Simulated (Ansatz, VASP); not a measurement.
## One calculation of SiO2, two programs

```
CELL_PARAMETERS angstrom
-1.76216 1.76216 4.24470
1.76216 -1.76216 4.24470
1.76216 1.76216 -4.24470
ATOMIC_POSITIONS crystal
Si 0.75000 0.25000 0.50000
Si 0.00000 0.00000 0.00000
O 0.54095 0.04095 0.50000
O 0.79095 0.79095 0.00000
O 0.20905 0.20905 0.00000
O 0.95905 0.45905 0.50000
```

Alike in both runs: task single point; functional r2SCAN; k mesh 8 × 8 × 8; no spin polarisation.

|  | VASP | Ansatz |
| --- | --- | --- |
| version | VASP 6.6.1 | Ansatz 0.2.0 |
| potentials or method | VASP PAW PBE potentials, release 64 (Si, O) | plane waves, PAW |
| plane-wave cutoff (eV) | 520 | 500 |
| occupations | gaussian, width 0.01 eV | fixed |
| valence electrons in the cell | 32 | 32 |

|  | VASP | Ansatz | Ansatz less VASP |
| --- | --- | --- | --- |
| gap on the k mesh at the Fermi level (eV) | 6.71 | 6.72 | +0.005 |
| pressure (GPa) | -8.1 | -8.4 | -0.36 |
| traceless stress, the component that is largest in VASP (GPa) | -0.56 | -1.05 | -0.491 |
| rms of the force components (eV/Å) | 0.130 | 0.134 | +0.0043 |

VASP's potentials were made for PBE, not for r2SCAN. Atom by atom the forces differ by 0.004 eV/Å (rms over components).
